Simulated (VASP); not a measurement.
Here is a VASP 6.6.1 calculation.

The input INCAR:

```
SYSTEM = LaAl15N16
PREC = Accurate
ENCUT = 520
EDIFF = 1E-6
ISMEAR = -1
SIGMA = 0.01
LREAL = Auto
LASPH = .True.
NELM = 100
ALGO = Normal
ISIF = 2
LWAVE = .False.
LCHARG = .True.
GGA = PE
LELF = .True.
LVHAR = .True.
NBANDS = 90
```

KPOINTS

```
Automatic mesh
0
Gamma
  4 4 2
  0 0 0
```

The input POSCAR:

```
LaAl15N16
1.0
    6.2260000000      0.0000000000      0.0000000000
   -3.1130000000      5.3918741640      0.0000000000
    0.0000000000      0.0000000000      9.9620000000
La Al N
1 15 16
Direct
    0.1666666667      0.3333333333      0.0144216132
    0.1666666667      0.3333333333      0.4879958732
    0.1735522779      0.8367761389     -0.0070747155
    0.1617893804      0.8308946902      0.5022741769
    0.6632238611      0.3264477221     -0.0070747155
    0.6691053098      0.3382106196      0.5022741769
    0.6632238611      0.8367761389     -0.0070747155
    0.6691053098      0.8308946902      0.5022741769
    0.3387447900      0.1612552100      0.2631333434
    0.3351705537      0.1648294463      0.7384437526
    0.3387447900      0.6774895800      0.2631333434
    0.3351705537      0.6703411074      0.7384437526
    0.8225104200      0.1612552100      0.2631333434
    0.8296588926      0.1648294463      0.7384437526
    0.8333333333      0.6666666667      0.2446066054
    0.8333333333      0.6666666667      0.7501810172
    0.1666666667      0.3333333333      0.2469990536
    0.1666666667      0.3333333333      0.6857591979
    0.1702768845      0.8351384423      0.1874735660
    0.1593137582      0.8296568791      0.6875337992
    0.6648615577      0.3297231155      0.1874735660
    0.6703431209      0.3406862418      0.6875337992
    0.6648615577      0.8351384423      0.1874735660
    0.6703431209      0.8296568791      0.6875337992
    0.3389421353      0.1610578647      0.4493864129
    0.3513666192      0.1486333808      0.9231350665
    0.3389421353      0.6778842706      0.4493864129
    0.3513666192      0.7027332384      0.9231350665
    0.8221157294      0.1610578647      0.4493864129
    0.7972667616      0.1486333808      0.9231350665
    0.8333333333      0.6666666667      0.4344476253
    0.8333333333      0.6666666667      0.9426728086
```

Potentials or basis: VASP PAW PBE potentials, release 64 (La, Al, N).

Command:

```console
$ cat potpaw_PBE.64/La/POTCAR potpaw_PBE.64/Al/POTCAR potpaw_PBE.64/N/POTCAR > POTCAR
$ mpirun -np 1 vasp_std > vasp.out
```

Problem. What does it give for the band gap on the k mesh?

Solution. 2.82 eV.

Problem. Predict the largest force.

Solution. 0.032 eV/Å.

Problem. Predict the pressure.

Solution. 14.4 GPa.

Stress tensor (GPa, compression positive):
```
14.05  0.00  0.00
 0.00 14.05  0.00
 0.00  0.00 15.04
```

Caveat: spin-orbit coupling is left out, which moves the levels of the heavy elements.
